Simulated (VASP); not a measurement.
The system is C.

```
CELL_PARAMETERS angstrom
2.46400 0.00000 0.00000
-1.23200 2.13389 0.00000
0.00000 0.00000 6.71100
ATOMIC_POSITIONS crystal
C 0.00000 0.00000 0.25000
C 0.00000 0.00000 0.75000
C 0.33333 0.66667 0.25000
C 0.66667 0.33333 0.75000
```

```yaml
Program: VASP 6.6.1
Task: relaxation of cell and atoms
Functional: revPBE
Potentials_or_basis: VASP PAW PBE potentials, release 64 (C_h)
Cutoff: 1300 eV
k_mesh: 8 × 8 × 3
Occupations: fermi-dirac, width 0.05 eV
Spin: no spin polarisation
```

At the start: pressure 4.5 GPa; volume 8.82 Å³/atom.

Problem. Where does the relaxation end?

Solution. Over 15 steps the energy falls by 30.4 meV/atom and the volume is 11.60 Å³/atom (+31.5 %); space group P6_3/mmc (No. 194, to 0.1 Å) before and after.

The path:
| step | energy change (eV) | largest force (eV/Å) | pressure (GPa) | volume (Å³) |
| --- | --- | --- | --- | --- |
| 1 | 0.0000 | 0.0000 | 4.49 | 35.29 |
| 2 | -0.0005 | 0.0000 | -4.58 | 36.56 |
| 3 | -0.0089 | 0.0000 | -0.24 | 35.93 |
| 4 | -0.0270 | 0.0000 | -0.18 | 36.57 |
| 5 | -0.0671 | 0.0000 | 0.12 | 38.51 |
| 6 | -0.1085 | 0.0000 | 0.91 | 42.37 |
| 7 | -0.1017 | 0.0000 | 1.96 | 50.01 |
| 8 | -0.1194 | 0.0000 | 1.43 | 45.18 |
| 9 | -0.0199 | 0.0000 | -10.99 | 49.54 |
| 10 | -0.1209 | 0.0000 | -0.15 | 45.65 |
| 11 | -0.1209 | 0.0000 | -0.10 | 45.64 |
| 12 | -0.1213 | 0.0000 | -0.24 | 46.02 |
| 13 | -0.1214 | 0.0000 | -0.36 | 46.37 |
| 14 | -0.1214 | 0.0000 | 0.43 | 46.44 |
| 15 | -0.1216 | 0.0000 | 0.03 | 46.40 |

Final structure:
```cif
data_structure
_symmetry_space_group_name_H-M 'P 1'
_symmetry_Int_Tables_number 1
_cell_length_a 2.4736
_cell_length_b 2.4736
_cell_length_c 8.7572
_cell_angle_alpha 90.000
_cell_angle_beta 90.000
_cell_angle_gamma 120.000
_cell_volume 46.40
loop_
_atom_site_label
_atom_site_type_symbol
_atom_site_fract_x
_atom_site_fract_y
_atom_site_fract_z
_atom_site_occupancy
C1 C 0.00000 0.00000 0.25000 1
C2 C 0.00000 0.00000 0.75000 1
C3 C 0.33333 0.66667 0.25000 1
C4 C 0.66667 0.33333 0.75000 1
```

Caveat: the volume moved by over 15 % at a fixed basis, so the end points are rough; this functional lacks dispersion, which binds layers or chains, so the pressure and a relaxed spacing across them are unreliable; the PAW data sets were made with another functional, which shifts forces and pressure a little.
